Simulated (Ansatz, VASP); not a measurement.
# C in VASP and in Ansatz

The input INCAR:

```
SYSTEM = C
  PREC = Accurate
  ENCUT = 600
  EDIFF = 1E-6
  ISMEAR = 0
  SIGMA = 0.02
  LREAL = .False.
  LASPH = .True.
  NELM = 120
  ALGO = Normal
  ISIF = 2
  LWAVE = .False.
  LCHARG = .False.
  GGA = PE
  NBANDS = 11
  GGA_COMPAT = .False.
```

File KPOINTS:

```
regular mesh
0
Gamma
  12 12 12
  0 0 0
```

Contents of POSCAR:

```
C
1.0
    0.0000000000      1.7858396233      1.7858396233
    1.7858396233      0.0000000000      1.7858396233
    1.7858396233      1.7858396233      0.0000000000
C
2
Direct
    0.0000000000      0.0000000000      0.0000000000
    0.2500000000      0.2500000000      0.2500000000
```

Input for Ansatz:

```yaml
crystal:
  lattice:
    - [0.0, 1.7858396233, 1.7858396233]
    - [1.7858396233, 0.0, 1.7858396233]
    - [1.7858396233, 1.7858396233, 0.0]
  atoms:
    - { symbol: C, position: [0.0, 0.0, 0.0] }
    - { symbol: C, position: [0.25, 0.25, 0.25] }
basis:
  ecutwfc: 600.0
kpoints:
  mp_grid: { grid: [12, 12, 12] }
  band_path:
    path:
      - [[0.0, 0.0, 0.0], [0.5, 0.0, 0.5], [0.625, 0.25, 0.625]]
      - [[0.375, 0.375, 0.75], [0.0, 0.0, 0.0], [0.5, 0.5, 0.5], [0.5, 0.25, 0.75], [0.5, 0.0, 0.5]]
    npoints: 10
hamiltonian:
  xc: pbe
  pseudopotentials: { kind: paw, azcp: { folder: soft_1 } }
scf:
  occupations: { method: gaussian, width: 0.02 }
  n_extra_bands: 7
output:
  forces: true
  stress: true
  eigenvalues: true
```

Alike in both runs: task single point; functional PBE; k mesh 12 × 12 × 12; occupations gaussian, width 0.02 eV; no spin polarisation.

```csv
,VASP,Ansatz
version,VASP 6.6.1,Ansatz 0.2.0
potentials or method,"VASP PAW PBE potentials, release 64 (C), cutoff 600 eV","scalar-relativistic, plane waves, PAW"
valence electrons in the cell,8,8
```

Ansatz gave:

| Quantity | Value |
| --- | --- |
| gap on the k mesh at the Fermi level (eV) | 4.15 |
| least direct gap on the mesh (eV) | 5.58 |
| pressure (GPa) | 0.0 |

Problem. What did VASP give for the same quantities?

Solution. gap on the k mesh at the Fermi level (eV): 4.14; least direct gap on the mesh (eV): 5.58; pressure (GPa): 0.0.
